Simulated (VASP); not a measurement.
# BaTe in VASP: single point with PBE

Aim: the single point of BaTe with PBE.

Program: VASP 6.6.1. These are calculated values, not measurements. Logs are shortened: lines on timing, memory, paths and dates and some standing lists are left out, and cuts for length are marked.

## 1. The cell of the first run

The cell holds a wire or tube with vacuum around it, 4 atoms: a = 12.300 Å, b = 9.300 Å, c = 6.615 Å, α = 90.00°, β = 90.00°, γ = 90.00°.

## 2. Single point, PBE, collinear spin

Input file INCAR:

```
ALGO = Normal ; EDIFF = 1E-7
ENCUT = 520 ; GGA = PE
ISIF = 2 ; ISMEAR = 0
ISPIN = 2 ; LASPH = True
LCHARG = True ; LELF = True
LORBIT = 11 ; LREAL = False
LVHAR = True ; LWAVE = False
MAGMOM = 0.5 0.5 0.5 0.5 ; NBANDS = 28
NELM = 150 ; PREC = Accurate
SIGMA = 0.05
```

Input file KPOINTS:

```
k-points
0
Gamma
  1 1 10
```

Input file POSCAR:

```
BaTe
1.0
   12.3000000000      0.0000000000      0.0000000000
    0.0000000000      9.3000000000      0.0000000000
    0.0000000000      0.0000000000      6.6154384228
Ba Te
2 2
Direct
    0.3754104900      0.5000000000      0.0000000000
    0.6245895100      0.5000000000      0.5000000000
    0.3572445987      0.5000000000      0.5000000000
    0.6427554013      0.5000000000      0.0000000000
```

Potentials or basis: VASP PAW PBE potentials, release 64 (Ba_sv, Te).

The run is started by

```sh
cat potpaw_PBE.64/Ba_sv/POTCAR potpaw_PBE.64/Te/POTCAR > POTCAR
mpirun -np 1 vasp_std > vasp.out
```

OUTCAR:

```text
EDIFF = 1E-7
   ENCUT = 520
   GGA = PE
   ISIF = 2
   ISMEAR = 0
   ISPIN = 2
   LASPH = True
   LORBIT = 11
   LREAL = False
   NELM = 150
   PREC = Accurate

 ion  position               nearest neighbor table
   1  0.375  0.500  0.000-   4 3.29   3 3.32   3 3.32   2 4.51   2 4.51
   2  0.625  0.500  0.500-   3 3.29   4 3.32   4 3.32   1 4.51   1 4.51
   3  0.357  0.500  0.500-   2 3.29   1 3.32   1 3.32
   4  0.643  0.500  0.000-   1 3.29   2 3.32   2 3.32

  LATTYP: Found a simple orthorhombic cell.
 ALAT       =     6.6154384228
 B/A-ratio  =     1.4058025191
 C/A-ratio  =     1.8592872027

  Lattice vectors:

 A1 = (   0.0000000000,   0.0000000000,  -6.6154384228)
 A2 = (   0.0000000000,   9.3000000000,   0.0000000000)
 A3 = (  12.3000000000,   0.0000000000,   0.0000000000)

Analysis of symmetry for initial positions (statically):
=====================================================================
 Subroutine PRICEL returns:
 Original cell was already a primitive cell.

 Routine SETGRP: Setting up the symmetry group for a
 simple orthorhombic supercell.

 Subroutine GETGRP returns: Found  8 space group operations
 (whereof  4 operations were pure point group operations)
 out of a pool of  8 trial point group operations.

The static configuration has the point symmetry C_2v.
 The point group associated with its full space group is D_2h.

Analysis of symmetry for dynamics (positions and initial velocities):
=====================================================================
 Subroutine PRICEL returns:
 Original cell was already a primitive cell.

 Routine SETGRP: Setting up the symmetry group for a
 simple orthorhombic supercell.

 Subroutine GETGRP returns: Found  8 space group operations
 (whereof  4 operations were pure point group operations)
 out of a pool of  8 trial point group operations.

The dynamic configuration has the point symmetry C_2v.
 The point group associated with its full space group is D_2h.

Analysis of structural, dynamic, and magnetic symmetry:
=====================================================================
 Subroutine PRICEL returns:
 Original cell was already a primitive cell.

 Routine SETGRP: Setting up the symmetry group for a
 simple orthorhombic supercell.

 Subroutine GETGRP returns: Found  8 space group operations
 (whereof  4 operations were pure point group operations)
 out of a pool of  8 trial point group operations.

The overall configuration has the point symmetry C_2v.
 The point group associated with its full space group is D_2h.

 Subroutine INISYM returns: Found  8 space group operations
 (whereof  4 operations are pure point group operations),
 and found     1 'primitive' translations

----------------------------------------------------------------------------------------

                                     Primitive cell

  volume of cell :     756.7400

  direct lattice vectors                    reciprocal lattice vectors
    12.300000000  0.000000000  0.000000000     0.081300813  0.000000000  0.000000000
     0.000000000  9.300000000  0.000000000     0.000000000  0.107526882  0.000000000
     0.000000000  0.000000000  6.615438423     0.000000000  0.000000000  0.151161561

  length of vectors
    12.300000000  9.300000000  6.615438423     0.081300813  0.107526882  0.151161561

  position of ions in fractional coordinates (direct lattice)
     0.375410490  0.500000000  0.000000000
     0.624589510  0.500000000  0.500000000
     0.357244599  0.500000000  0.500000000
     0.642755401  0.500000000  0.000000000

  ion indices of the primitive-cell ions
   primitive index   ion index
                 1           1
                 2           2
                 3           3
                 4           4

----------------------------------------------------------------------------------------

 KPOINTS: k-points

Automatic generation of k-mesh.
 Grid dimensions read from file:
 generate k-points for:    1    1   10

 Generating k-lattice:

  Cartesian coordinates                     Fractional coordinates (reciprocal lattice)
     0.081300813  0.000000000  0.000000000     1.000000000  0.000000000  0.000000000
     0.000000000  0.107526882  0.000000000     0.000000000  1.000000000  0.000000000
     0.000000000  0.000000000  0.015116156     0.000000000  0.000000000  0.100000000

  Length of vectors
     0.081300813  0.107526882  0.015116156

  Shift w.r.t. Gamma in fractional coordinates (k-lattice)
     0.000000000  0.000000000  0.000000000

 Subroutine IBZKPT returns following result:
 ===========================================

 Found      6 irreducible k-points:

 Following reciprocal coordinates:
            Coordinates               Weight
  0.000000  0.000000  0.000000      1.000000
  0.000000  0.000000  0.100000      2.000000
  0.000000  0.000000  0.200000      2.000000
  0.000000  0.000000  0.300000      2.000000
  0.000000  0.000000  0.400000      2.000000
  0.000000  0.000000  0.500000      1.000000
   k-points           NKPTS =      6   k-points in BZ     NKDIM =      6   number of bands    NBANDS=     28
   number of dos      NEDOS =    301   number of ions     NIONS =      4
   total plane-waves  NPLWV = 336000
   dimension x,y,z NGX =    96 NGY =   70 NGZ =   50
   dimension x,y,z NGXF=   192 NGYF=  140 NGZF=  100
   ions per type =               2   2
   NGX,Y,Z   is equivalent  to a cutoff of  12.98, 12.51, 12.56 a.u.
   NGXF,Y,Z  is equivalent  to a cutoff of  25.95, 25.03, 25.13 a.u.
 SYSTEM =  unknown system
   PREC   = accura    normal or accurate (medium, high low for compatibility)
   ISTART =      0    job   : 0-new  1-cont  2-samecut
   ICHARG =      2    charge: 1-file 2-atom 10-const
   ISPIN  =      2    spin polarized calculation?
   LNONCOLLINEAR =      F non collinear calculations
   LSORBIT =      F    spin-orbit coupling
   LASPH  =      T    aspherical Exc in radial PAW
   ENCUT  =  520.0 eV  38.22 Ry    6.18 a.u.  22.87 17.29 12.30*2*pi/ulx,y,z
   NELM   =    150;   NELMIN=  2; NELMDL= -5     # of ELM steps
   EDIFF  = 0.1E-06   stopping-criterion for ELM
   LREAL  =      F    real-space projection
   EDIFFG = 0.1E-05   stopping-criterion for IOM
   NSW    =      0    number of steps for IOM
   IBRION =     -1    ionic relax: 0-MD 1-quasi-New 2-CG
   NFREE  =      0    steps in history (QN), initial steepest desc. (CG)
   ISIF   =      2    stress and relaxation
   ISYM   =      2    0-nonsym 1-usesym 2-fastsym
   POTIM  = 0.5000    time-step for ionic-motion
   TEBEG  =    0.0;   TEEND  =   0.0 temperature during run
   PSTRESS=    0.0 pullay stress
   NELECT =      32.0000    total number of electrons
   NUPDOWN=      -1.0000    fix difference up-down
   EMIN   =  10.00;   EMAX   =-10.00  energy-range for DOS
   EFERMI =   0.00;   METHOD = LEGACY
   ISMEAR =     0;   SIGMA  =   0.05  broadening in eV -4-tet -1-fermi 0-gaus
   EFERMI_NEDOS =   21; number of points for ismear=-14 and -15
   IALGO  =     38    algorithm
   IMIX   =      4    mixing-type and parameters
     AMIX     =   0.40;   BMIX     =  1.00
     AMIX_MAG =   1.60;   BMIX_MAG =  1.00
  volume/ion in A,a.u.               =     189.19      1276.68
  Fermi-wavevector in a.u.,A,eV,Ry     =   0.570352  1.077808  4.425987  0.325301
  Thomas-Fermi vector in A             =   1.610368
   LORBIT       =     11    0 simple, 1 ext, 2 COOP (PROOUT), +10 PAW based schemes
   GGA     = PE    functional components
   LHFCALC =     F    Hartree Fock is set to
   AEXX    =    0.0000 exact exchange contribution
   IVDW    =     0    specifies the selected vdW correction
   LEPSILON=     F    determine dielectric tensor
   LRPA    =     F    only Hartree local field effects (RPA)
 spin polarized calculation
 Gauss-broadening in eV      SIGMA  =   0.05
  energy-cutoff  :      520.00
  volume of cell :      756.74
 maximum number of plane-waves:     20411
 NGX is ok and might be reduce to    90
   NGX = 45   NGY = 35   NGZ = 25

 number of electron      31.9999997 magnetization      -0.0000647

 number of electron      31.9999997 magnetization       0.0000228

 Free energy of the ion-electron system (eV)
  ---------------------------------------------------
  ext. energy  EPLUGINS =         0.00000000
  ---------------------------------------------------
  free energy    TOTEN  =       -14.29701633 eV

  energy without entropy =      -14.29701633  energy(sigma->0) =      -14.29701633

 E-fermi :  -2.4181     XC(G=0):  -2.9387

 val. band max:       -2.6524873235   @ k =   0.0000   0.0000   0.0000
 cond. band min:      -0.5317755140   @ k =   0.0000   0.0000   0.0000
 fundamental gap:      2.1207118094
 Fermi energy:        -2.4181267757

 spin component 1

 k-point     1 :       0.0000    0.0000    0.0000
  band No.  band energies     occupation
      1     -30.4046      1.00000
      2     -30.3910      1.00000
      3     -15.7596      1.00000
      4     -15.7362      1.00000
      5     -15.6806      1.00000
      6     -15.5928      1.00000
[... 20 lines left out ...]
     27       2.0383      0.00000
[... 132 lines left out ...]
      5     -15.7354      1.00000
      6     -15.7354      1.00000
[... 20 lines left out ...]
     27       1.9034      0.00000
     28       1.9034      0.00000
 Fermi energy:        -2.4181267757

 spin component 2

 k-point     1 :       0.0000    0.0000    0.0000
  band No.  band energies     occupation
      1     -30.4046      1.00000
      2     -30.3910      1.00000
      3     -15.7596      1.00000
      4     -15.7362      1.00000
      5     -15.6806      1.00000
      6     -15.5928      1.00000
[... 20 lines left out ...]
     27       2.0384      0.00000
[... 133 lines left out ...]
      6     -15.7354      1.00000
[... 20 lines left out ...]
     27       1.9034      0.00000
     28       1.9034      0.00000

------------------------ aborting loop because EDIFF is reached ----------------------------------------

  FORCE on cell =-STRESS in cart. coord.  units (eV):
  Direction    XX          YY          ZZ          XY          YZ          ZX
  --------------------------------------------------------------------------------------
  -------------------------------------------------------------------------------------
  Total        0.2964186      0.1936616      0.9379173      0.0000000      0.0000000      0.0000000
  in kB        0.6275803      0.4100222      1.9857677      0.0000000      0.0000000      0.0000000
  external PRESSURE =       1.0077901 kB  Pullay stress =       0.0000000 kB

 VOLUME and BASIS-vectors are now :
 -----------------------------------------------------------------------------
  energy-cutoff  :      520.00
  volume of cell :      756.74
      direct lattice vectors                 reciprocal lattice vectors
    12.300000000  0.000000000  0.000000000     0.081300813  0.000000000  0.000000000
     0.000000000  9.300000000  0.000000000     0.000000000  0.107526882  0.000000000
     0.000000000  0.000000000  6.615438423     0.000000000  0.000000000  0.151161561

 POSITION                                       TOTAL-FORCE (eV/Angst)
 -----------------------------------------------------------------------------------
      4.61755      4.65000      0.00000        -0.033972      0.000000      0.000000
      7.68245      4.65000      3.30772         0.033972      0.000000      0.000000
      4.39411      4.65000      3.30772        -0.047220      0.000000      0.000000
      7.90589      4.65000      0.00000         0.047220      0.000000      0.000000
 -----------------------------------------------------------------------------------
    total drift:                                0.000000     -0.000000      0.000000

  FREE ENERGIE OF THE ION-ELECTRON SYSTEM (eV)
  ---------------------------------------------------
  free  energy   TOTEN  =       -14.2970163312 eV

  energy  without entropy=      -14.2970163312  energy(sigma->0) =      -14.29701633

 total charge

# of ion       s       p       d       tot
------------------------------------------
    1        2.013   5.595   0.290   7.899
    2        2.013   5.595   0.290   7.899
    3        1.346   2.100   0.003   3.449
    4        1.346   2.100   0.003   3.449
--------------------------------------------------
tot          6.718  15.390   0.587  22.695

 magnetization (x)

# of ion       s       p       d       tot
------------------------------------------
    1       -0.000  -0.000  -0.000  -0.000
    2       -0.000  -0.000  -0.000  -0.000
    3       -0.000  -0.000   0.000  -0.000
    4       -0.000  -0.000   0.000  -0.000
--------------------------------------------------
tot         -0.000  -0.000  -0.000  -0.000
```

Run time: 8.2 min. Hardware: 1 thread of AMD EPYC 7R43 (Zen 3), shared host; peak memory 0.99 GiB.

What came out:

```
Free energy                                           : -14.2970 eV
Largest force                                         : 0.047 eV/Å
Band gap on the k mesh                                : 2.12 eV
Net moment                                            : 0.00 μB per cell
Valence electrons inside the program's atomic spheres : Ba 7.90; Te 3.45
```

Forces in eV/Å, atoms in the order of the input:
```
Ba  -0.034  0.000  0.000
Ba   0.034  0.000  0.000
Te  -0.047  0.000  0.000
Te   0.047  0.000  0.000
```

Levels at points of the mesh, in eV from the valence-band top:
Spin up:
| k point | band 13 | band 14 | band 15 | band 16 | band 17 | band 18 | band 19 | band 20 |
| --- | --- | --- | --- | --- | --- | --- | --- | --- |
| (0.00, 0.00, 0.00) | -0.28 | -0.11 | -0.09 | 0.00 | 2.12 | 2.37 | 2.75 | 2.99 |
| (0.00, 0.00, 0.50) | -0.51 | -0.51 | -0.40 | -0.40 | 2.71 | 2.71 | 3.40 | 3.40 |
Spin down:
```
           k point  band 12  band 13  band 14  band 15  band 16  band 17  band 18  band 19  band 20  band 21
(0.00, 0.00, 0.00)    -0.42    -0.28    -0.11    -0.09     0.00     2.12     2.37     2.75     2.99     3.00
(0.00, 0.00, 0.50)    -1.44    -0.51    -0.51    -0.40    -0.40     2.71     2.71     3.40     3.40     3.46
```

Caveat: spin-orbit coupling is left out, which moves the levels of the heavy elements.
